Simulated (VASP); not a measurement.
CuO2, 3 atoms in the cell. The structure is cubic, space group Fm-3m (No. 225). Conventional cell: a = 4.769 Å, b = 4.769 Å, c = 4.769 Å, α = 90.00°, β = 90.00°, γ = 90.00°. Cu (site symmetry m-3m) has 8 O at 2.07 Å within 2.7 Å. O (site symmetry -43m) has 4 Cu at 2.07 Å and 6 O at 2.38 Å within 2.7 Å. 

- Program: VASP 6.6.1
- Task: single point
- Functional: r2SCAN
- Potentials or basis: VASP PAW PBE potentials, release 64 (Cu, O)
- Cutoff: 520 eV
- k mesh: 16 × 16 × 16
- Occupations: gaussian, width 0.1 eV
- Spin: no spin polarisation
- Dipole correction: no
- Further INCAR settings: ALGO = Normal; EDIFF = 1e-07; NBANDS = 18

Potentials or basis: VASP PAW PBE potentials, release 64 (Cu, O).

Launch:

```bash
$ cat potpaw_PBE.64/Cu/POTCAR potpaw_PBE.64/O/POTCAR > POTCAR
$ cp INCAR.step1 INCAR
$ mpirun -np 1 vasp_std > vasp.out
$ cp INCAR.step2 INCAR
$ mpirun -np 1 vasp_std > vasp.out
```

Hardware: 1 thread of Intel(R) Xeon(R) 6975P-C (Granite Rapids), with other jobs on the host.

Problem. Estimate the wall time of this run.

Solution. Run time: 3.2 min on 1 thread of Intel(R) Xeon(R) 6975P-C (Granite Rapids), on a shared host, peak memory 0.21 GiB. Counts: k points 145.
